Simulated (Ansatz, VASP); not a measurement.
**MgI2: VASP beside Ansatz**

```
I Mg
1.0
     4.14000    0.00000    0.00000
    -2.07000    3.58535    0.00000
     0.00000    0.00000    6.88000
I Mg
2 1
Direct
  0.66667 0.33333 0.75000
  0.33333 0.66667 0.25000
  0.00000 0.00000 0.00000
```

Alike in both runs: functional r2SCAN; k mesh 12 × 12 × 4; no spin polarisation.

|  | VASP | Ansatz |
| --- | --- | --- |
| version | VASP 6.6.1 | Ansatz 0.2.0 |
| potentials or method | VASP PAW PBE potentials, release 64 (I, Mg) | Ansatz PAW |
| plane-wave cutoff (eV) | 520 | 500 |
| occupations | gaussian, width 0.01 eV | fixed |
| valence electrons in the cell | 16 | 44 |
| task | single point | band structure |

Ansatz gave:

| Item | Value |
| --- | --- |
| gap on the k mesh at the Fermi level (eV) | 4.12 |
| least direct gap on the mesh (eV) | 4.46 |
| pressure (GPa) | 0.1 |
| traceless stress, the component that is largest in VASP (GPa) | -0.53 |
| rms of the force components (eV/Å) | 0.141 |

Question: What did VASP give for the same quantities?

Answer: gap on the k mesh at the Fermi level (eV): 4.09; least direct gap on the mesh (eV): 4.44; pressure (GPa): 0.0; traceless stress, the component that is largest in VASP (GPa): -0.52; rms of the force components (eV/Å): 0.150.

VASP's potentials were made for PBE, not for r2SCAN. Atom by atom the forces differ by 0.008 eV/Å (rms over components). VASP's potentials hold 16 valence electrons a cell and Ansatz's 44, so a difference there can come from the potentials and not from the codes.

Neither program's run includes spin-orbit coupling.
